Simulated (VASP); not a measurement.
**AsP: single point with LDA**

AsP:

```
P As
1.0
     1.84263    1.06384    3.32627
    -1.84263    1.06384    3.32627
     0.00000   -2.12769    3.32627
P As
1 1
Direct
  0.77252 0.77252 0.77252
  0.22748 0.22748 0.22748
```

```yaml
Program: VASP 6.6.1
Task: single point
Functional: LDA
Potentials_or_basis: VASP PAW LDA potentials, release 64 (P, As)
Cutoff: 500 eV
k_mesh: 6 × 6 × 6
Occupations: fermi-dirac, width 0.1 eV
Spin: no spin polarisation
```

```json
{
 "Pressure": "-4.9 GPa",
 "Largest force": "0.195 eV/Å",
 "Band gap on the k mesh": "zero (bands 5 and 6 overlap by 0.37 eV)"
}
```

Forces in eV/Å, atoms in the order of the input:
```
P    0.000  0.000  0.195
As   0.000  0.000 -0.195
```

Stress tensor (GPa, compression positive):
```
-5.21  0.00  0.00
 0.00 -5.21  0.00
 0.00  0.00 -4.33
```

Levels at points of the mesh, in eV from the Fermi level:
| k point | band 3 | band 4 | band 5 | band 6 | band 7 | band 8 |
| --- | --- | --- | --- | --- | --- | --- |
| (0.00, 0.00, 0.00) | -2.57 | -2.38 | -2.38 | 1.55 | 2.77 | 2.77 |
| (0.50, 0.00, 0.00) | -3.09 | -2.78 | -0.47 | -0.34 | 0.20 | 0.89 |
| (0.50, 0.50, 0.00) | -6.33 | -4.56 | -4.52 | 1.03 | 5.45 | 6.72 |
| (0.50, 0.50, 0.50) | -2.15 | -2.15 | -0.62 | 0.26 | 0.26 | 1.72 |

Run time: 18 s on 1 thread of Intel Xeon 8259CL, with other jobs on the host, peak memory 0.15 GiB.

Caveat: the cell stands under tension; semilocal functionals underestimate gaps, and a narrow one can read as zero.
